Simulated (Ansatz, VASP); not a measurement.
## CaSe: VASP beside Ansatz

Contents of POSCAR:

```
CaSe
1.0
    3.6889428692      0.0541582902      0.0541582902
    0.0541582902      3.6889428692      0.0541582902
    0.0541582902      0.0541582902      3.6889428692
Ca Se
1 1
Direct
    0.0000000000      0.0000000000      0.0000000000
    0.5000000000      0.5000000000      0.5000000000
```

File INCAR.step1:

```
PREC = Accurate
ENCUT = 520
ISMEAR = 0
SIGMA = 0.01
LREAL = False
LASPH = True
NELM = 80
NBANDS = 15
GGA = PE
ALGO = Normal
EDIFF = 1E-4
LWAVE = True
LCHARG = False
```

Contents of INCAR.step2:

```
PREC = Accurate
ENCUT = 520
EDIFF = 1E-6
ISMEAR = 0
SIGMA = 0.01
LREAL = False
LASPH = True
NELM = 80
ALGO = Normal
ISIF = 2
LWAVE = False
LCHARG = False
METAGGA = R2SCAN
LMIXTAU = True
NBANDS = 15
ISTART = 1
```

KPOINTS

```
regular mesh
0
Gamma
  8 8 8
```

Input for Ansatz:

```yaml
crystal:
  lattice:
    - [3.6889428692, 0.0541582902, 0.0541582902]
    - [0.0541582902, 3.6889428692, 0.0541582902]
    - [0.0541582902, 0.0541582902, 3.6889428692]
  atoms:
    - { symbol: Ca, position: [0.0, 0.0, 0.0] }
    - { symbol: Se, position: [0.5, 0.5, 0.5] }
kpoints:
  mp_grid: { grid: [8, 8, 8] }
  band_path:
    path: [[0.0, 0.0, 0.0], [0.0, 0.5, 0.0], [0.5, 0.5, 0.0], [0.5, 0.5, 0.5]]
    npoints: 1
hamiltonian:
  xc: r2scan
scf:
  occupations: { method: fixed }
  n_extra_bands: 4
output:
  forces: true
  stress: true
  eigenvalues: true
```

Change from the starting cell: shear_111 strain +4.5%.

Alike in both runs: task single point; functional r2SCAN; k mesh 8 × 8 × 8; no spin polarisation.

```csv
,VASP,Ansatz
version,VASP 6.6.1,Ansatz 0.2.0
potentials or method,"VASP PAW PBE potentials, release 64 (Ca_sv, Se)","plane waves, PAW"
plane-wave cutoff (eV),520,500
occupations,"gaussian, width 0.01 eV",fixed
valence electrons in the cell,16,26
```

VASP gave:

```
gap on the k mesh at the Fermi level (eV)                     : 1.32
pressure (GPa)                                                : -2.0
traceless stress, the component that is largest in VASP (GPa) : 0.20
```

Question: Which values does Ansatz return?

Answer: gap on the k mesh at the Fermi level (eV): 1.31; pressure (GPa): -2.2; traceless stress, the component that is largest in VASP (GPa): 0.21.

VASP's potentials were made for PBE, not for r2SCAN. VASP's potentials hold 16 valence electrons a cell and Ansatz's 26, so a difference there can come from the potentials and not from the codes.
